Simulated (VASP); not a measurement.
# LiH (Fm-3m) in VASP: notebook

Runs on LiH. Level: PBEsol. Tasks: single point, relaxation of cell and atoms.

Everything below comes from runs of VASP 6.6.1. Logs are shortened: lines on timing, memory, paths and dates and some standing lists are left out, and cuts for length are marked.

## Step 1: The cell of the first run

It takes space group Fm-3m (No. 225, cubic). Conventional cell: a = 3.580 Å, b = 3.580 Å, c = 3.580 Å, α = 90.00°, β = 90.00°, γ = 90.00°. Within 2.4 Å of Li (site symmetry m-3m) lie 6 H at 1.79 Å. H (site symmetry m-3m) has 6 Li at 1.79 Å within 2.4 Å.

## Step 2: Single point, PBEsol

Input file INCAR:

```
  PREC = Accurate
  ENCUT = 520
  EDIFF = 1E-6
  ISMEAR = -1
  SIGMA = 0.1
  LREAL = False
  LASPH = True
  NELM = 80
  ALGO = Normal
  ISIF = 2
  LWAVE = False
  LCHARG = True
  GGA = PS
  LELF = True
  LVHAR = True
  NBANDS = 9
```

Input file KPOINTS:

```
regular mesh
0
Gamma
  7 7 7
```

Input file POSCAR:

```
LiH
1.0
    0.0000000000      1.7898902915      1.7898902915
    1.7898902915      0.0000000000      1.7898902915
    1.7898902915      1.7898902915      0.0000000000
Li H
1 1
Direct
    0.0000000000      0.0000000000      0.0000000000
    0.5000000000      0.5000000000      0.5000000000
```

Potentials or basis: VASP PAW PBE potentials, release 64 (Li_sv, H).

Started as:

```bash
> cat potpaw_PBE.64/Li_sv/POTCAR potpaw_PBE.64/H/POTCAR > POTCAR
> mpirun -np 1 vasp_std > vasp.out
```

OUTCAR:

```text
PREC = Accurate
   ENCUT = 520
   EDIFF = 1E-6
   ISMEAR = -1
   LREAL = False
   LASPH = True
   NELM = 80
   ISIF = 2
   GGA = PS

 ion  position               nearest neighbor table
   1  0.000  0.000  0.000-
   2  0.500  0.500  0.500-

  LATTYP: Found a face centered cubic cell.
 ALAT       =     3.5797805830

  Lattice vectors:

 A1 = (   0.0000000000,   1.7898902915,   1.7898902915)
 A2 = (   1.7898902915,   0.0000000000,   1.7898902915)
 A3 = (   1.7898902915,   1.7898902915,   0.0000000000)

Analysis of symmetry for initial positions (statically):
=====================================================================
 Subroutine PRICEL returns:
 Original cell was already a primitive cell.

 Routine SETGRP: Setting up the symmetry group for a
 face centered cubic supercell.

 Subroutine GETGRP returns: Found 48 space group operations
 (whereof 48 operations were pure point group operations)
 out of a pool of 48 trial point group operations.

The static configuration has the point symmetry O_h .

Analysis of symmetry for dynamics (positions and initial velocities):
=====================================================================
 Subroutine PRICEL returns:
 Original cell was already a primitive cell.

 Routine SETGRP: Setting up the symmetry group for a
 face centered cubic supercell.

 Subroutine GETGRP returns: Found 48 space group operations
 (whereof 48 operations were pure point group operations)
 out of a pool of 48 trial point group operations.

The dynamic configuration has the point symmetry O_h .

 Subroutine INISYM returns: Found 48 space group operations
 (whereof 48 operations are pure point group operations),
 and found     1 'primitive' translations

----------------------------------------------------------------------------------------

                                     Primitive cell

  volume of cell :      11.4686

  direct lattice vectors                    reciprocal lattice vectors
     0.000000000  1.789890291  1.789890291    -0.279346730  0.279346730  0.279346730
     1.789890291  0.000000000  1.789890291     0.279346730 -0.279346730  0.279346730
     1.789890291  1.789890291  0.000000000     0.279346730  0.279346730 -0.279346730

  length of vectors
     2.531287125  2.531287125  2.531287125     0.483842729  0.483842729  0.483842729

  position of ions in fractional coordinates (direct lattice)
     0.000000000  0.000000000  0.000000000
     0.500000000  0.500000000  0.500000000

  ion indices of the primitive-cell ions
   primitive index   ion index
                 1           1
                 2           2

----------------------------------------------------------------------------------------

 KPOINTS: regular mesh

Automatic generation of k-mesh.
 Grid dimensions read from file:
 generate k-points for:    7    7    7

 Generating k-lattice:

  Cartesian coordinates                     Fractional coordinates (reciprocal lattice)
    -0.039906676  0.039906676  0.039906676     0.142857143  0.000000000  0.000000000
     0.039906676 -0.039906676  0.039906676     0.000000000  0.142857143  0.000000000
     0.039906676  0.039906676 -0.039906676     0.000000000  0.000000000  0.142857143

  Length of vectors
     0.069120390  0.069120390  0.069120390

  Shift w.r.t. Gamma in fractional coordinates (k-lattice)
     0.000000000  0.000000000  0.000000000

 Subroutine IBZKPT returns following result:
 ===========================================

 Found     20 irreducible k-points:

 Following reciprocal coordinates:
            Coordinates               Weight
  0.000000  0.000000  0.000000      1.000000
  0.142857  0.000000  0.000000      8.000000
  0.285714  0.000000  0.000000      8.000000
  0.428571  0.000000  0.000000      8.000000
  0.142857  0.142857  0.000000      6.000000
  0.285714  0.142857  0.000000     24.000000
[... 12 lines left out ...]
 -0.428571  0.428571  0.142857     24.000000
 -0.285714  0.428571  0.142857     24.000000
   k-points           NKPTS =     20   k-points in BZ     NKDIM =     20   number of bands    NBANDS=      9
   number of dos      NEDOS =    301   number of ions     NIONS =      2
   total plane-waves  NPLWV =   8000
   dimension x,y,z NGX =    20 NGY =   20 NGZ =   20
   dimension x,y,z NGXF=    40 NGYF=   40 NGZF=   40
   ions per type =               1   1
   NGX,Y,Z   is equivalent  to a cutoff of  13.14, 13.14, 13.14 a.u.
   NGXF,Y,Z  is equivalent  to a cutoff of  26.27, 26.27, 26.27 a.u.
 SYSTEM =  unknown system
   PREC   = accura    normal or accurate (medium, high low for compatibility)
   ISTART =      0    job   : 0-new  1-cont  2-samecut
   ICHARG =      2    charge: 1-file 2-atom 10-const
   ISPIN  =      1    spin polarized calculation?
   LNONCOLLINEAR =      F non collinear calculations
   LSORBIT =      F    spin-orbit coupling
   LASPH  =      T    aspherical Exc in radial PAW
   ENCUT  =  520.0 eV  38.22 Ry    6.18 a.u.   4.71  4.71  4.71*2*pi/ulx,y,z
   NELM   =     80;   NELMIN=  2; NELMDL= -5     # of ELM steps
   EDIFF  = 0.1E-05   stopping-criterion for ELM
   LREAL  =      F    real-space projection
[... 7 lines left out ...]
   TEBEG  =    0.0;   TEEND  =   0.0 temperature during run
   PSTRESS=    0.0 pullay stress
   NELECT =       4.0000    total number of electrons
   NUPDOWN=      -1.0000    fix difference up-down
   EMIN   =  10.00;   EMAX   =-10.00  energy-range for DOS
   EFERMI =   0.00;   METHOD = LEGACY
   ISMEAR =    -1;   SIGMA  =   0.10  broadening in eV -4-tet -1-fermi 0-gaus
   EFERMI_NEDOS =   21; number of points for ismear=-14 and -15
   IALGO  =     38    algorithm
   IMIX   =      4    mixing-type and parameters
     AMIX     =   0.40;   BMIX     =  1.00
     AMIX_MAG =   1.60;   BMIX_MAG =  1.00
  volume/ion in A,a.u.               =       5.73        38.70
  Fermi-wavevector in a.u.,A,eV,Ry     =   1.152369  2.177663 18.067931  1.327955
  Thomas-Fermi vector in A             =   2.289021
   LORBIT       =      0    0 simple, 1 ext, 2 COOP (PROOUT), +10 PAW based schemes
   GGA     = PS    functional components
   LHFCALC =     F    Hartree Fock is set to
   AEXX    =    0.0000 exact exchange contribution
   IVDW    =     0    specifies the selected vdW correction
   LEPSILON=     F    determine dielectric tensor
   LRPA    =     F    only Hartree local field effects (RPA)
 non-spin polarized calculation
  energy-cutoff  :      520.00
  volume of cell :       11.47
 maximum number of plane-waves:       331
   NGX =  9   NGY =  9   NGZ =  9

 number of electron       3.9999994 magnetization

 Free energy of the ion-electron system (eV)
  ---------------------------------------------------
  ext. energy  EPLUGINS =         0.00000000
  ---------------------------------------------------
  free energy    TOTEN  =        -5.90025822 eV

  energy without entropy =       -5.90025817  energy(sigma->0) =       -5.90025819

 E-fermi :   3.3541     XC(G=0):  -9.7666

 val. band max:        1.8248977803   @ k =  -0.4286   0.4286   0.0000
 cond. band min:       4.8827562654   @ k =  -0.4286   0.4286   0.0000
 fundamental gap:      3.0578584851
 Fermi energy:         3.3541467535

 k-point     1 :       0.0000    0.0000    0.0000
  band No.  band energies     occupation
      1     -41.6165      2.00000
      2      -4.8061      2.00000
      3      23.1233      0.00000
      4      23.4440      0.00000
      5      23.4440      0.00000
      6      23.4441      0.00000
      7      28.8932      0.00000
      8      28.8933      0.00000
      9      28.8933      0.00000

 k-point     2 :       0.1429    0.0000    0.0000
  band No.  band energies     occupation
      1     -41.5844      2.00000
      2      -4.4282      2.00000
      3      18.2090      0.00000
      4      22.4428      0.00000
      5      22.5343      0.00000
      6      22.5344      0.00000
      7      28.6036      0.00000
      8      30.6956      0.00000
      9      30.6956      0.00000

 k-point     3 :       0.2857    0.0000    0.0000
  band No.  band energies     occupation
      1     -41.5127      2.00000
      2      -3.3561      2.00000
      3      12.2060      0.00000
      4      20.3019      0.00000
      5      21.6239      0.00000
      6      21.6240      0.00000
      7      27.6588      0.00000
      8      27.6588      0.00000
      9      31.2665      0.00000

 k-point     4 :       0.4286    0.0000    0.0000
  band No.  band energies     occupation
      1     -41.4553      2.00000
      2      -2.0682      2.00000
      3       8.2807      0.00000
      4      19.0324      0.00000
      5      21.5395      0.00000
      6      21.5396      0.00000
      7      25.0724      0.00000
      8      25.0724      0.00000
      9      34.9914      0.00000
[... 157 lines left out ...]
 k-point    18 :      -0.4286    0.2857    0.1429
  band No.  band energies     occupation
      1     -41.4221      2.00000
      2      -0.5689      2.00000
      3       8.1455      0.00000
      4      11.2463      0.00000
      5      17.7986      0.00000
      6      22.2988      0.00000
      7      29.8096      0.00000
      8      32.7157      0.00000
      9      36.0671      0.00000

 k-point    19 :      -0.4286    0.4286    0.1429
  band No.  band energies     occupation
      1     -41.4056      2.00000
      2       0.7259      2.00000
      3       6.7815      0.00000
      4      10.4677      0.00000
      5      16.0162      0.00000
      6      23.9608      0.00000
      7      24.2638      0.00000
      8      36.8177      0.00000
      9      40.3006      0.00000

 k-point    20 :      -0.2857    0.4286    0.1429
  band No.  band energies     occupation
      1     -41.4002      2.00000
      2       1.1241      2.00000
      3       6.7631      0.00000
      4       8.8359      0.00000
      5      16.7998      0.00000
      6      23.0460      0.00000
      7      29.6116      0.00000
      8      33.5620      0.00000
      9      36.3798      0.00000

------------------------ aborting loop because EDIFF is reached ----------------------------------------

  FORCE on cell =-STRESS in cart. coord.  units (eV):
  Direction    XX          YY          ZZ          XY          YZ          ZX
  --------------------------------------------------------------------------------------
  -------------------------------------------------------------------------------------
  Total        1.4417937      1.4417937      1.4417937      0.0000000     -0.0000000      0.0000000
  in kB      201.4208715    201.4208715    201.4208715      0.0000000     -0.0000000      0.0000000
  external PRESSURE =     201.4208715 kB  Pullay stress =       0.0000000 kB

 VOLUME and BASIS-vectors are now :
 -----------------------------------------------------------------------------
  energy-cutoff  :      520.00
  volume of cell :       11.47
      direct lattice vectors                 reciprocal lattice vectors
     0.000000000  1.789890291  1.789890291    -0.279346730  0.279346730  0.279346730
     1.789890291  0.000000000  1.789890291     0.279346730 -0.279346730  0.279346730
     1.789890291  1.789890291  0.000000000     0.279346730  0.279346730 -0.279346730

 POSITION                                       TOTAL-FORCE (eV/Angst)
 -----------------------------------------------------------------------------------
      0.00000      0.00000      0.00000        -0.000000     -0.000000     -0.000000
      1.78989      1.78989      1.78989         0.000000      0.000000      0.000000
 -----------------------------------------------------------------------------------
    total drift:                                0.000000     -0.000000      0.000000

  FREE ENERGIE OF THE ION-ELECTRON SYSTEM (eV)
  ---------------------------------------------------
  free  energy   TOTEN  =        -5.9002582180 eV

  energy  without entropy=       -5.9002581657  energy(sigma->0) =       -5.90025819
```

Wall time 2.4 s (1 thread of Intel Xeon Platinum 8375C at 2.90GHz (Ice Lake), shared host); peak memory 0.11 GiB.

Results:

```yaml
Free_energy: -5.9003 eV
Band_gap_on_the_k_mesh: 3.06 eV, direct
```

Caveat: the k points lie up to 0.43 Å⁻¹ apart; the cutoff is under 1.25 times the usual one of these potentials, so pressure, stress and relaxed cells hold a basis-set (Pulay) error; the PAW data sets were made with another functional, which shifts forces and pressure a little.

## Step 3: Single point, PBEsol

This run uses another cell than the first one, of 7.88 Å³/atom, 1.374 times its volume.

Input file INCAR:

```
SYSTEM = LiH
PREC = Accurate
ENCUT = 520
EDIFF = 1E-6
ISMEAR = -1
SIGMA = 0.1
LREAL = .False.
LASPH = .True.
NELM = 100
ALGO = Normal
ISIF = 2
LWAVE = .False.
LCHARG = .True.
GGA = PS
LELF = .True.
LVHAR = .True.
NBANDS = 9
```

Input file KPOINTS:

```
Automatic mesh
0
Gamma
  7 7 7
  0 0 0
```

Input file POSCAR:

```
LiH
1.0
    0.0000000000      1.9900634254      1.9900634254
    1.9900634254      0.0000000000      1.9900634254
    1.9900634254      1.9900634254      0.0000000000
Li H
1 1
Direct
    0.0000000000      0.0000000000      0.0000000000
    0.5000000000      0.5000000000      0.5000000000
```

Potentials or basis: VASP PAW PBE potentials, release 64 (Li_sv, H).

Started as:

```bash
> cat potpaw_PBE.64/Li_sv/POTCAR potpaw_PBE.64/H/POTCAR > POTCAR
> mpirun -np 1 vasp_std > vasp.out
```

OUTCAR:

```text
SYSTEM = LiH
   PREC = Accurate
   ENCUT = 520
   EDIFF = 1E-6
   ISMEAR = -1
   LREAL = .False.
   LASPH = .True.
   NELM = 100
   ISIF = 2
   GGA = PS

 ion  position               nearest neighbor table
   1  0.000  0.000  0.000-
   2  0.500  0.500  0.500-

  LATTYP: Found a face centered cubic cell.
 ALAT       =     3.9801268508

  Lattice vectors:

 A1 = (   0.0000000000,   1.9900634254,   1.9900634254)
 A2 = (   1.9900634254,   0.0000000000,   1.9900634254)
 A3 = (   1.9900634254,   1.9900634254,   0.0000000000)

Analysis of symmetry for initial positions (statically):
=====================================================================
 Subroutine PRICEL returns:
 Original cell was already a primitive cell.

 Routine SETGRP: Setting up the symmetry group for a
 face centered cubic supercell.

 Subroutine GETGRP returns: Found 48 space group operations
 (whereof 48 operations were pure point group operations)
 out of a pool of 48 trial point group operations.

The static configuration has the point symmetry O_h .

Analysis of symmetry for dynamics (positions and initial velocities):
=====================================================================
 Subroutine PRICEL returns:
 Original cell was already a primitive cell.

 Routine SETGRP: Setting up the symmetry group for a
 face centered cubic supercell.

 Subroutine GETGRP returns: Found 48 space group operations
 (whereof 48 operations were pure point group operations)
 out of a pool of 48 trial point group operations.

The dynamic configuration has the point symmetry O_h .

 Subroutine INISYM returns: Found 48 space group operations
 (whereof 48 operations are pure point group operations),
 and found     1 'primitive' translations

----------------------------------------------------------------------------------------

                                     Primitive cell
[... 108 lines left out ...]
  Fermi-wavevector in a.u.,A,eV,Ry     =   1.036457  1.958620 14.615962  1.074243
  Thomas-Fermi vector in A             =   2.170849
   LORBIT       =      0    0 simple, 1 ext, 2 COOP (PROOUT), +10 PAW based schemes
   GGA     = PS    functional components
   LHFCALC =     F    Hartree Fock is set to
   AEXX    =    0.0000 exact exchange contribution
   IVDW    =     0    specifies the selected vdW correction
   LEPSILON=     F    determine dielectric tensor
   LRPA    =     F    only Hartree local field effects (RPA)
 non-spin polarized calculation
  energy-cutoff  :      520.00
  volume of cell :       15.76
 maximum number of plane-waves:       436
 NGX is ok and might be reduce to    24
   NGX = 11   NGY = 11   NGZ = 11

 number of electron       3.9999997 magnetization

 Free energy of the ion-electron system (eV)
  ---------------------------------------------------
  ext. energy  EPLUGINS =         0.00000000
  ---------------------------------------------------
  free energy    TOTEN  =        -6.12031995 eV

  energy without entropy =       -6.12031993  energy(sigma->0) =       -6.12031994

 E-fermi :   1.7477     XC(G=0):  -8.6799

 val. band max:        0.1251410291   @ k =  -0.4286   0.4286   0.0000
 cond. band min:       3.3680486099   @ k =  -0.4286   0.4286   0.0000
 fundamental gap:      3.2429075807
 Fermi energy:         1.7476955372

 k-point     1 :       0.0000    0.0000    0.0000
  band No.  band energies     occupation
      1     -43.4272      2.00000
      2      -5.3661      2.00000
      3      16.6397      0.00000
      4      18.2005      0.00000
      5      18.2005      0.00000
      6      18.2005      0.00000
      7      22.8569      0.00000
      8      22.8569      0.00000
      9      22.8569      0.00000
[... 217 lines left out ...]
 k-point    20 :      -0.2857    0.4286    0.1429
  band No.  band energies     occupation
      1     -43.3579      2.00000
      2      -0.3124      2.00000
      3       4.8862      0.00000
      4       6.4002      0.00000
      5      12.2609      0.00000
      6      17.4954      0.00000
      7      23.3017      0.00000
      8      26.5969      0.00000
      9      28.3407      0.00000

------------------------ aborting loop because EDIFF is reached ----------------------------------------

  FORCE on cell =-STRESS in cart. coord.  units (eV):
  Direction    XX          YY          ZZ          XY          YZ          ZX
  --------------------------------------------------------------------------------------
  -------------------------------------------------------------------------------------
  Total       -0.0169518     -0.0169518     -0.0169518      0.0000000      0.0000000     -0.0000000
  in kB       -1.7230434     -1.7230434     -1.7230434      0.0000000      0.0000000     -0.0000000
  external PRESSURE =      -1.7230434 kB  Pullay stress =       0.0000000 kB

 VOLUME and BASIS-vectors are now :
 -----------------------------------------------------------------------------
  energy-cutoff  :      520.00
  volume of cell :       15.76
      direct lattice vectors                 reciprocal lattice vectors
     0.000000000  1.990063425  1.990063425    -0.251248274  0.251248274  0.251248274
     1.990063425  0.000000000  1.990063425     0.251248274 -0.251248274  0.251248274
     1.990063425  1.990063425  0.000000000     0.251248274  0.251248274 -0.251248274

 POSITION                                       TOTAL-FORCE (eV/Angst)
 -----------------------------------------------------------------------------------
      0.00000      0.00000      0.00000         0.000000     -0.000000     -0.000000
      1.99006      1.99006      1.99006        -0.000000      0.000000      0.000000
 -----------------------------------------------------------------------------------
    total drift:                                0.000000     -0.000000     -0.000000

  FREE ENERGIE OF THE ION-ELECTRON SYSTEM (eV)
  ---------------------------------------------------
  free  energy   TOTEN  =        -6.1203199501 eV

  energy  without entropy=       -6.1203199279  energy(sigma->0) =       -6.12031994
```

It took 2.6 s on 1 thread of Intel Xeon Platinum 8375C at 2.90GHz (Ice Lake), shared host; peak memory 0.12 GiB.

What came out:

| Quantity | Value |
| --- | --- |
| Free energy | -6.1203 eV |
| Band gap on the k mesh | 3.24 eV, direct |

Caveat: the cutoff is under 1.25 times the usual one of these potentials, so pressure, stress and relaxed cells hold a basis-set (Pulay) error; the PAW data sets were made with another functional, which shifts forces and pressure a little. A k mesh can miss the band edges.

[end of part 1 of 2]
